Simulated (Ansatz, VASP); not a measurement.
**One calculation of AlP, two programs**

File INCAR:

```
PREC     = Accurate       # precision mode
ENCUT    = 500            # plane-wave cutoff, eV
EDIFF    = 1E-6           # SCF threshold, eV
ISMEAR   = 0              # smearing method
SIGMA    = 0.1            # smearing width, eV
LREAL    = False          # projectors in reciprocal space
LASPH    = True           # aspherical terms in the spheres
NELM     = 120            # most SCF steps
ALGO     = Normal         # electronic algorithm
ISIF     = 2              # what is computed and relaxed
LWAVE    = False          # write WAVECAR
LCHARG   = False          # write CHGCAR
GGA      = PS             # functional
NBANDS   = 11             # bands
GGA_COMPAT= False
```

Contents of KPOINTS:

```
Automatic mesh
0
Gamma
  6 6 6
```

Contents of POSCAR:

```
AlP
1.0
    0.0000000000      2.7320000000      2.7320000000
    2.7320000000      0.0000000000      2.7320000000
    2.7320000000      2.7320000000      0.0000000000
Al P
1 1
Direct
    0.0000000000      0.0000000000      0.0000000000
    0.2500000000      0.2500000000      0.2500000000
```

Input for Ansatz:

```yaml
crystal:
  lattice:
    - [0.0, 2.732, 2.732]
    - [2.732, 0.0, 2.732]
    - [2.732, 2.732, 0.0]
  atoms:
    - { symbol: Al, position: [0.0, 0.0, 0.0] }
    - { symbol: P, position: [0.25, 0.25, 0.25] }
basis:
  ecutwfc: 420
kpoints:
  mp_grid: { grid: [6, 6, 6] }
hamiltonian:
  xc: pbesol
  pseudopotentials: { kind: paw, azcp: { folder: soft_1 } }
scf:
  occupations: { method: gaussian, width: 0.1 }
output:
  forces: true
  stress: true
  eigenvalues: true
```

Alike in both runs: task single point; functional PBEsol; k mesh 6 × 6 × 6; occupations gaussian, width 0.1 eV; no spin polarisation.

|  | VASP | Ansatz |
| --- | --- | --- |
| version | VASP 6.6.1 | Ansatz 0.2.0 |
| potentials or method | VASP PAW PBE potentials, release 64 (Al, P), cutoff 500 eV | scalar-relativistic, plane waves, PAW |
| valence electrons in the cell | 8 | 8 |

|  | VASP | Ansatz | Ansatz less VASP |
| --- | --- | --- | --- |
| gap on the k mesh at the Fermi level (eV) | 1.44 | 1.44 | +0.002 |
| least direct gap on the mesh (eV) | 3.18 | 3.18 | -0.006 |
| pressure (GPa) | 0.4 | 0.3 | -0.04 |

VASP's potentials were made for PBE, not for PBEsol, and Ansatz warns of the same on its side.
